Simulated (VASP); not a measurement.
Write the native input for VASP 6.6.1 that does the following.

* Task: single point
* Functional: LDA
* Potentials or basis: VASP PAW LDA potentials, release 64 (Ga_d, As)
* Cutoff: 500 eV
* k mesh: 8 × 8 × 8
* Occupations: gaussian, width 0.01 eV
* Spin: no spin polarisation
* Dipole correction: no
* Further INCAR settings: ALGO = Normal; EDIFF = 1e-06; NBANDS = 16

The structure of GaAs lies in POSCAR:

```
GaAs
1.0
    0.0000000000      2.8265000000      2.8265000000
    2.8265000000      0.0000000000      2.8265000000
    2.8265000000      2.8265000000      0.0000000000
Ga As
1 1
Direct
    0.0000000000      0.0000000000      0.0000000000
    0.2500000000      0.2500000000      0.2500000000
```

One way to write it, as run:

INCAR

```
SYSTEM = GaAs
ALGO = Normal
EDIFF = 1E-6
ENCUT = 500
GGA = CA
GGA_COMPAT = .FALSE.
ISIF = 2
ISMEAR = 0
LASPH = .TRUE.
LCHARG = .TRUE.
LELF = .TRUE.
LREAL = .FALSE.
LVHAR = .TRUE.
LWAVE = .FALSE.
NBANDS = 16
NELM = 120
PREC = Accurate
SIGMA = 0.01
```

KPOINTS

```
k-points
0
G
  8 8 8
  0 0 0
```

Potentials or basis: VASP PAW LDA potentials, release 64 (Ga_d, As).

Run with:

```sh
$ cat potpaw_LDA.64/Ga_d/POTCAR potpaw_LDA.64/As/POTCAR > POTCAR
$ mpirun -np 1 vasp_std > vasp.out
```

It gave:

The pressure is -1.6 GPa and the band gap on the k mesh is 0.33 eV, direct.

Wall time 28 s on 1 thread of Intel Xeon 8259CL, on a shared host, peak memory 0.16 GiB.
